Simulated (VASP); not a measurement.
Input of a VASP 6.6.1 run:

File POSCAR:

```
Ga
1.0
    2.1935298848     -3.7362650658      0.0000000000
    2.1935298848      3.7362650658      0.0000000000
    0.0000000000      0.0000000000      4.4355140584
Ga
4
Direct
    0.6556527562      0.3443472438      0.4153215799
    0.8443472438      0.1556527562      0.9153215799
    0.3443472438      0.6556527562      0.5846784201
    0.1556527562      0.8443472438      0.0846784201
```

The input INCAR.step1:

```
  PREC = Accurate
  ENCUT = 520
  ISMEAR = 0
  SIGMA = 0.1
  LREAL = False
  LASPH = True
  NELM = 80
  NBANDS = 34
  GGA = PE
  ALGO = Normal
  EDIFF = 1E-4
  LWAVE = True
  LCHARG = False
```

Contents of INCAR.step2:

```
  PREC = Accurate
  ENCUT = 520
  EDIFF = 1E-6
  ISMEAR = 0
  SIGMA = 0.1
  LREAL = False
  LASPH = True
  NELM = 80
  ALGO = Normal
  ISIF = 2
  LWAVE = False
  LCHARG = False
  METAGGA = R2SCAN
  LMIXTAU = True
  NBANDS = 34
  ISTART = 1
```

KPOINTS

```
regular mesh
0
Gamma
  12 12 10
```

Potentials or basis: VASP PAW PBE potentials, release 64 (Ga_d).

Command:

```bash
$ cat potpaw_PBE.64/Ga_d/POTCAR > POTCAR
$ cp INCAR.step1 INCAR
$ mpirun -np 1 vasp_std > vasp.out
$ cp INCAR.step2 INCAR
$ mpirun -np 1 vasp_std > vasp.out
```

(1) Estimate the band gap on the k mesh.

(2) What does it give for the pressure?

(3) What does it give for the largest force?

Results:

(1) zero (bands 26 and 27 overlap by 1.31 eV).

(2) 4.1 GPa.

(3) 0.006 eV/Å.

Caveat: the cell stands under pressure; the PAW data sets were made with another functional, which shifts forces and pressure a little.
